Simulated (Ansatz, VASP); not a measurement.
Two plane-wave programs on CoSi

```
CELL_PARAMETERS angstrom
2.75206 0.00000 0.00000
0.00000 2.75206 0.00000
0.00000 0.00000 2.75206
ATOMIC_POSITIONS crystal
Co 0.01049 0.01049 0.01049
Si 0.50000 0.50000 0.50000
```

Change from the starting cell: all Co atoms moved -0.050 Å, as atom 1 towards its neighbour atom 2 (Si) at 2.383 Å.

Alike in both runs: task single point; functional PBEsol; k mesh 22 × 22 × 22; occupations gaussian, width 0.15 eV; collinear spin.

|  | VASP | Ansatz |
| --- | --- | --- |
| version | VASP 6.6.1 | Ansatz 0.2.0 |
| potentials or method | VASP PAW PBE potentials, release 64 (Co, Si), cutoff 520 eV | scalar-relativistic, plane waves, PAW |
| valence electrons in the cell | 13 | 21 |

```csv
,VASP,Ansatz,Ansatz less VASP
gap on the k mesh at the Fermi level (eV),none,none,-
pressure (GPa),0.6,0.4,-0.15
"traceless stress, the component that is largest in VASP (GPa)",0.25,0.24,-0.004
rms of the force components (eV/Å),0.164,0.160,-0.0042
net moment per atom (μB),0.22,0.24,+0.012
size of the moment on the site where the two differ most (μB),0.44,0.47,+0.026
```

VASP's potentials were made for PBE, not for PBEsol. Site moments also hang on the region over which each program counts them. Atom by atom the forces differ by 0.004 eV/Å (rms over components). A gap of «none» marks a metal or a gap that the smearing closes. VASP's potentials hold 13 valence electrons a cell and Ansatz's 21, so a difference there can come from the potentials and not from the codes.
